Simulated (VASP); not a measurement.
# TiAl in VASP: notebook

TiAl is run at these levels: r2SCAN; tasks: single point.

Program: VASP 6.6.1. These are calculated values, not measurements. Logs are shortened: lines on timing, memory, paths and dates and some standing lists are left out, and cuts for length are marked.

## Step 1: The cell of the first run

Symmetry: P4/mmm, No. 123, tetragonal system. Conventional cell: a = 3.171 Å, b = 3.171 Å, c = 3.266 Å, α = 90.00°, β = 90.00°, γ = 90.00°. Within 3.7 Å of Ti (site symmetry 4/mmm) lie 8 Al at 2.77 Å and 6 Ti at 3.17 to 3.27 Å. Within 3.7 Å of Al (site symmetry 4/mmm) lie 8 Ti at 2.77 Å and 6 Al at 3.17 to 3.27 Å.

## Step 2: Single point, r2SCAN (strain +0.000 along x and y, +0.030 along z)

POSCAR reads:

```
TiAl
1.0
    3.1713456453      0.0000000000      0.0000000000
    0.0000000000      3.1713456453      0.0000000000
    0.0000000000      0.0000000000      3.2664860147
Ti Al
1 1
Direct
    0.0000000000      0.0000000000      0.0000000000
    0.5000000000      0.5000000000      0.5000000000
```

INCAR.step1 reads:

```
PREC = Accurate
ENCUT = 520
ISMEAR = 0
SIGMA = 0.15
LREAL = False
LASPH = True
NELM = 80
NBANDS = 14
GGA = PE
ALGO = Normal
EDIFF = 1E-4
LWAVE = True
LCHARG = False
```

INCAR.step2 reads:

```
PREC = Accurate
ENCUT = 520
EDIFF = 1E-7
ISMEAR = 0
SIGMA = 0.15
LREAL = False
LASPH = True
NELM = 80
ALGO = Normal
ISIF = 2
LWAVE = False
LCHARG = True
METAGGA = R2SCAN
LMIXTAU = True
LELF = True
LVHAR = True
NBANDS = 14
ISTART = 1
```

KPOINTS reads:

```
regular mesh
0
Gamma
  20 20 20
```

Potentials or basis: VASP PAW PBE potentials, release 64 (Ti_sv, Al).

The run is started by

```
$ cat potpaw_PBE.64/Ti_sv/POTCAR potpaw_PBE.64/Al/POTCAR > POTCAR
$ cp INCAR.step1 INCAR
$ mpirun -np 1 vasp_std > vasp.out
$ cp INCAR.step2 INCAR
$ mpirun -np 1 vasp_std > vasp.out
```

OUTCAR:

```text
PREC = Accurate
   ENCUT = 520
   EDIFF = 1E-7
   ISMEAR = 0
   LREAL = False
   LASPH = True
   NELM = 80
   ISIF = 2
   METAGGA = R2SCAN
   ISTART = 1

 ion  position               nearest neighbor table
   1  0.000  0.000  0.000-   2 2.77   2 2.77   2 2.77   2 2.77   2 2.77   2 2.77   2 2.77   2 2.77

   2  0.500  0.500  0.500-   1 2.77   1 2.77   1 2.77   1 2.77   1 2.77   1 2.77   1 2.77   1 2.77

  LATTYP: Found a simple tetragonal cell.
 ALAT       =     3.1713456453
 C/A-ratio  =     1.0300000000

  Lattice vectors:

 A1 = (   3.1713456453,   0.0000000000,   0.0000000000)
 A2 = (   0.0000000000,   3.1713456453,   0.0000000000)
 A3 = (   0.0000000000,   0.0000000000,   3.2664860147)

Analysis of symmetry for initial positions (statically):
=====================================================================
 Subroutine PRICEL returns:
 Original cell was already a primitive cell.

 Routine SETGRP: Setting up the symmetry group for a
 simple tetragonal supercell.

 Subroutine GETGRP returns: Found 16 space group operations
 (whereof 16 operations were pure point group operations)
 out of a pool of 16 trial point group operations.

The static configuration has the point symmetry D_4h.

Analysis of symmetry for dynamics (positions and initial velocities):
=====================================================================
 Subroutine PRICEL returns:
 Original cell was already a primitive cell.

 Routine SETGRP: Setting up the symmetry group for a
 simple tetragonal supercell.

 Subroutine GETGRP returns: Found 16 space group operations
 (whereof 16 operations were pure point group operations)
 out of a pool of 16 trial point group operations.

The dynamic configuration has the point symmetry D_4h.

 Subroutine INISYM returns: Found 16 space group operations
 (whereof 16 operations are pure point group operations),
 and found     1 'primitive' translations

----------------------------------------------------------------------------------------

                                     Primitive cell

  volume of cell :      32.8525

  direct lattice vectors                    reciprocal lattice vectors
     3.171345645  0.000000000  0.000000000     0.315323560  0.000000000  0.000000000
     0.000000000  3.171345645  0.000000000     0.000000000  0.315323560  0.000000000
     0.000000000  0.000000000  3.266486015     0.000000000  0.000000000  0.306139379

  length of vectors
     3.171345645  3.171345645  3.266486015     0.315323560  0.315323560  0.306139379

  position of ions in fractional coordinates (direct lattice)
     0.000000000  0.000000000  0.000000000
     0.500000000  0.500000000  0.500000000

  ion indices of the primitive-cell ions
   primitive index   ion index
                 1           1
                 2           2

----------------------------------------------------------------------------------------

 KPOINTS: regular mesh

Automatic generation of k-mesh.
 Grid dimensions read from file:
 generate k-points for:   20   20   20

 Generating k-lattice:

  Cartesian coordinates                     Fractional coordinates (reciprocal lattice)
     0.015766178  0.000000000  0.000000000     0.050000000  0.000000000  0.000000000
     0.000000000  0.015766178  0.000000000     0.000000000  0.050000000  0.000000000
     0.000000000  0.000000000  0.015306969     0.000000000  0.000000000  0.050000000

  Length of vectors
     0.015766178  0.015766178  0.015306969

  Shift w.r.t. Gamma in fractional coordinates (k-lattice)
     0.000000000  0.000000000  0.000000000

 Subroutine IBZKPT returns following result:
 ===========================================

 Found    726 irreducible k-points:

 Following reciprocal coordinates:
            Coordinates               Weight
  0.000000  0.000000  0.000000      1.000000
  0.050000  0.000000  0.000000      4.000000
  0.100000  0.000000  0.000000      4.000000
  0.150000  0.000000  0.000000      4.000000
  0.200000  0.000000  0.000000      4.000000
  0.250000  0.000000  0.000000      4.000000
[... 16 lines left out ...]
  0.150000  0.100000  0.000000      8.000000
  0.200000  0.100000  0.000000      8.000000
 [... further k-points ...]
   k-points           NKPTS =    726   k-points in BZ     NKDIM =    726   number of bands    NBANDS=     14
   number of dos      NEDOS =    301   number of ions     NIONS =      2
   total plane-waves  NPLWV =  13824
   dimension x,y,z NGX =    24 NGY =   24 NGZ =   24
   dimension x,y,z NGXF=    48 NGYF=   48 NGZF=   48
   ions per type =               1   1
   NGX,Y,Z   is equivalent  to a cutoff of  12.58, 12.58, 12.21 a.u.
   NGXF,Y,Z  is equivalent  to a cutoff of  25.16, 25.16, 24.43 a.u.
 SYSTEM =  unknown system
   PREC   = accura    normal or accurate (medium, high low for compatibility)
   ISTART =      1    job   : 0-new  1-cont  2-samecut
   ICHARG =      0    charge: 1-file 2-atom 10-const
   ISPIN  =      1    spin polarized calculation?
   LNONCOLLINEAR =      F non collinear calculations
   LSORBIT =      F    spin-orbit coupling
   LASPH  =      T    aspherical Exc in radial PAW
   ENCUT  =  520.0 eV  38.22 Ry    6.18 a.u.   5.90  5.90  6.07*2*pi/ulx,y,z
   NELM   =     80;   NELMIN=  2; NELMDL=  0     # of ELM steps
   EDIFF  = 0.1E-06   stopping-criterion for ELM
   LREAL  =      F    real-space projection
   EDIFFG = 0.1E-05   stopping-criterion for IOM
   NSW    =      0    number of steps for IOM
   IBRION =     -1    ionic relax: 0-MD 1-quasi-New 2-CG
   NFREE  =      0    steps in history (QN), initial steepest desc. (CG)
   ISIF   =      2    stress and relaxation
   ISYM   =      2    0-nonsym 1-usesym 2-fastsym
   POTIM  = 0.5000    time-step for ionic-motion
   TEBEG  =    0.0;   TEEND  =   0.0 temperature during run
   PSTRESS=    0.0 pullay stress
   NELECT =      15.0000    total number of electrons
   NUPDOWN=      -1.0000    fix difference up-down
   EMIN   =  10.00;   EMAX   =-10.00  energy-range for DOS
   EFERMI =   0.00;   METHOD = LEGACY
   ISMEAR =     0;   SIGMA  =   0.15  broadening in eV -4-tet -1-fermi 0-gaus
   EFERMI_NEDOS =   21; number of points for ismear=-14 and -15
   IALGO  =     38    algorithm
   IMIX   =      4    mixing-type and parameters
     AMIX     =   0.40;   BMIX     =  1.00
     AMIX_MAG =   1.60;   BMIX_MAG =  1.00
  volume/ion in A,a.u.               =      16.43       110.85
  Fermi-wavevector in a.u.,A,eV,Ry     =   1.260615  2.382218 21.621713  1.589151
  Thomas-Fermi vector in A             =   2.394116
   LORBIT       =      0    0 simple, 1 ext, 2 COOP (PROOUT), +10 PAW based schemes
   METAGGA = R2SCAN    functional components
   LHFCALC =     F    Hartree Fock is set to
   AEXX    =    0.0000 exact exchange contribution
   IVDW    =     0    specifies the selected vdW correction
   LEPSILON=     F    determine dielectric tensor
   LRPA    =     F    only Hartree local field effects (RPA)
 non-spin polarized calculation
 Gauss-broadening in eV      SIGMA  =   0.15
  energy-cutoff  :      520.00
  volume of cell :       32.85
 maximum number of plane-waves:       920
 NGX is ok and might be reduce to    24
   NGX = 11   NGY = 11   NGZ = 13

 number of electron      14.9999997 magnetization

 Free energy of the ion-electron system (eV)
  ---------------------------------------------------
  ext. energy  EPLUGINS =         0.00000000
  ---------------------------------------------------
  free energy    TOTEN  =       -20.31577902 eV

  energy without entropy =      -20.29234653  energy(sigma->0) =      -20.30406278

 E-fermi :   8.5977     XC(G=0): -11.7978

 val. band max:        8.5964803725   @ k =   0.3500   0.3000   0.2000
 cond. band min:       8.6007401208   @ k =   0.2500   0.2000   0.2500
 fundamental gap:      0.0042597483
 Fermi energy:         8.5977407906

 k-point     1 :       0.0000    0.0000    0.0000
  band No.  band energies     occupation
      1     -50.7283      2.00000
      2     -25.9164      2.00000
      3     -25.8661      2.00000
      4     -25.8661      2.00000
      5      -1.1647      2.00000
      6       7.0048      2.00000
      7       7.0633      2.00000
      8      10.5358      0.00000
      9      10.5358      0.00000
     10      10.7164      0.00000
     11      12.5512      0.00000
     12      13.3968      0.00000
     13      13.3968      0.00000
     14      17.4955      0.00000

 k-point     2 :       0.0500    0.0000    0.0000
  band No.  band energies     occupation
      1     -50.7279      2.00000
      2     -25.9160      2.00000
      3     -25.8707      2.00000
      4     -25.8657      2.00000
      5      -1.1226      2.00000
      6       7.0098      2.00000
      7       7.0594      2.00000
      8      10.4364      0.00000
      9      10.5411      0.00000
     10      10.6420      0.00000
     11      12.6802      0.00000
     12      13.1833      0.00000
     13      13.5007      0.00000
     14      17.4529      0.00000

 k-point     3 :       0.1000    0.0000    0.0000
  band No.  band energies     occupation
      1     -50.7268      2.00000
      2     -25.9148      2.00000
      3     -25.8840      2.00000
      4     -25.8646      2.00000
      5      -0.9970      2.00000
      6       6.9584      2.00000
      7       7.1008      2.00000
      8      10.1952      0.00000
      9      10.4495      0.00000
     10      10.5564      0.00000
     11      12.6896      0.00000
     12      13.0107      0.00000
     13      13.7822      0.00000
     14      17.3068      0.00000

 k-point     4 :       0.1500    0.0000    0.0000
  band No.  band energies     occupation
      1     -50.7250      2.00000
      2     -25.9130      2.00000
      3     -25.9046      2.00000
      4     -25.8628      2.00000
      5      -0.7895      2.00000
      6       6.8078      2.00000
      7       7.1918      2.00000
      8       9.8994      0.00000
      9      10.1967      0.00000
     10      10.5805      0.00000
     11      12.1525      0.00000
     12      13.4579      0.00000
     13      14.1859      0.00000
     14      17.0730      0.00000

 k-point     5 :       0.2000    0.0000    0.0000
  band No.  band energies     occupation
      1     -50.7227      2.00000
      2     -25.9305      2.00000
      3     -25.9106      2.00000
      4     -25.8606      2.00000
      5      -0.5028      2.00000
      6       6.5265      2.00000
      7       7.3145      2.00000
      8       9.6005      0.00000
      9       9.9292      0.00000
     10      10.6110      0.00000
     11      11.7290      0.00000
[... 276 lines left out ...]
 k-point    22 :       0.1000    0.1000    0.0000
  band No.  band energies     occupation
      1     -50.7252      2.00000
      2     -25.9133      2.00000
      3     -25.8833      2.00000
      4     -25.8814      2.00000
      5      -0.8313      2.00000
      6       6.9931      2.00000
      7       7.0731      2.00000
      8      10.0821      0.00000
      9      10.1434      0.00000
     10      10.4098      0.00000
     11      12.8599      0.00000
     12      13.2302      0.00000
     13      13.4081      0.00000
     14      17.4311      0.00000

 k-point    23 :       0.1500    0.1000    0.0000
  band No.  band energies     occupation
      1     -50.7234      2.00000
      2     -25.9114      2.00000
      3     -25.9029      2.00000
      4     -25.8804      2.00000
      5      -0.6262      2.00000
      6       6.8776      2.00000
      7       7.1458      2.00000
      8       9.8696      0.00000
      9       9.8712      0.00000
     10      10.3866      0.00000
     11      12.4171      0.00000
     12      13.4676      0.00000
     13      13.8166      0.00000
     14      17.3138      0.00000

 k-point    24 :       0.2000    0.1000    0.0000
  band No.  band energies     occupation
      1     -50.7211      2.00000
      2     -25.9287      2.00000
      3     -25.9090      2.00000
      4     -25.8780      2.00000
      5      -0.3431      2.00000
      6       6.6141      2.00000
      7       7.2671      2.00000
      8       9.6097      0.00000
      9       9.6102      0.00000
     10      10.4062      0.00000
     11      11.9673      0.00000
     12      13.8592      0.00000
     13      14.2999      0.00000
     14      17.1034      0.00000

 [... further k-points ...]

------------------------ aborting loop because EDIFF is reached ----------------------------------------

  FORCE on cell =-STRESS in cart. coord.  units (eV):
  Direction    XX          YY          ZZ          XY          YZ          ZX
  --------------------------------------------------------------------------------------
  -------------------------------------------------------------------------------------
  Total       -0.7522209     -0.7522209     -0.4653217      0.0000000      0.0000000      0.0000000
  in kB      -36.6849580    -36.6849580    -22.6932094      0.0000000      0.0000000      0.0000000
  external PRESSURE =     -32.0210418 kB  Pullay stress =       0.0000000 kB

 VOLUME and BASIS-vectors are now :
 -----------------------------------------------------------------------------
  energy-cutoff  :      520.00
  volume of cell :       32.85
      direct lattice vectors                 reciprocal lattice vectors
     3.171345645  0.000000000  0.000000000     0.315323560  0.000000000  0.000000000
     0.000000000  3.171345645  0.000000000     0.000000000  0.315323560  0.000000000
     0.000000000  0.000000000  3.266486015     0.000000000  0.000000000  0.306139379

 POSITION                                       TOTAL-FORCE (eV/Angst)
 -----------------------------------------------------------------------------------
      0.00000      0.00000      0.00000         0.000000      0.000000      0.000000
      1.58567      1.58567      1.63324         0.000000      0.000000      0.000000
 -----------------------------------------------------------------------------------
    total drift:                                0.000000      0.000000      0.000000

  FREE ENERGIE OF THE ION-ELECTRON SYSTEM (eV)
  ---------------------------------------------------
  free  energy   TOTEN  =       -20.3157790240 eV

  energy  without entropy=      -20.2923465276  energy(sigma->0) =      -20.30406278
```

It took 4 min on 1 thread of Intel Xeon 6975P-C (Granite Rapids), shared host; peak memory 0.44 GiB.

Results:

```
Free energy : -20.3158 eV
Pressure    : -3.2 GPa
```

Caveat: the cell differs from its parent crystal (strain +0.000 along x and y, +0.030 along z); the PAW data sets were made with another functional, which shifts forces and pressure a little.

[end of part 1 of 2]
